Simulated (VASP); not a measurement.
# Mo: single point with PBEsol+D3(BJ)

Mo:

```
Mo
1.0
     2.71715    0.00000    0.00000
    -1.35858    2.35312    0.00000
     0.00000    0.00000    2.53803
Mo
1
Direct
  0.00000 0.00000 0.50000
```

```yaml
Program: VASP 6.6.1
Task: single point
Functional: PBEsol
Dispersion: D3(BJ)
Potentials_or_basis: VASP PAW PBE potentials, release 64 (Mo_sv)
Cutoff: 520 eV
k_mesh: 12 × 12 × 11
Occupations: methfessel-paxton, width 0.05 eV
Spin: no spin polarisation
```

```json
{"Pressure": "-6.6 GPa", "Band gap on the k mesh": "zero (band 7 reaches 12.73 eV, above the bottom of band 8 at 10.81 eV)", "Dispersion energy per atom": "-0.678 eV"}
```

Stress tensor (GPa, compression positive):
```
 -3.22   0.00   0.00
  0.00  -3.22   0.00
  0.00   0.00 -13.36
```

Levels at points of the mesh, in eV from the Fermi level:
```tsv
k point	band 3	band 4	band 5	band 6	band 7	band 8	band 9	band 10	band 11	band 12
(0.00, 0.00, 0.00)	-34.25	-34.21	-6.94	-4.50	-0.99	-0.99	4.19	4.19	12.96	15.85
(0.50, 0.00, 0.00)	-34.59	-34.04	-5.11	-3.26	0.94	1.03	3.49	4.52	10.36	13.53
```

Wall time 24 s on 1 thread of Intel Xeon 8259CL (shared host), peak memory 0.15 GiB.

Caveat: the PAW data sets were made with another functional, which shifts forces and pressure a little; pairwise dispersion overbinds metals, which lowers pressure and volume.
